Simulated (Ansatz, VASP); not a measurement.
# One calculation of Mg3Sn2N2, two programs

```
Mg Sn N
1.0
     3.34080    0.00000    0.00000
    -1.67040    2.89322    0.00000
     0.00000    0.00000   12.31124
Mg Sn N
3 2 2
Direct
  0.00000 0.00000 0.00000
  0.66667 0.33333 0.16894
  0.33333 0.66667 0.83106
  0.33333 0.66667 0.39414
  0.66667 0.33333 0.60586
  0.33333 0.66667 0.10884
  0.66667 0.33333 0.89116
```

Alike in both runs: functional PBE; k mesh 5 × 5 × 2; occupations gaussian, width 0.2 eV; no spin polarisation.

Ansatz relaxed the structure, and its values are those at the end. VASP's run is a single point on that final structure, the one shown.

```csv
,VASP,Ansatz
version,VASP 6.6.1,Ansatz 0.2.0
potentials or method,"VASP PAW PBE potentials, release 64 (Mg, Sn_d, N), cutoff 520 eV","scalar-relativistic, plane waves, PAW"
valence electrons in the cell,44,68
```

```tsv
	VASP	Ansatz	Ansatz less VASP
gap on the k mesh at the Fermi level (eV)	none	none	-
pressure (GPa)	-0.2	0.0	+0.23
rms of the force components (eV/Å)	0.011	0.006	-0.0058
```

A gap of «none» marks a metal or a gap that the smearing closes. With one functional, cell and mesh, what is left measures potentials, basis and numerics. VASP's potentials hold 44 valence electrons a cell and Ansatz's 68, so a difference there can come from the potentials and not from the codes.

The k mesh is coarse, so the values compare programs but aren't converged.
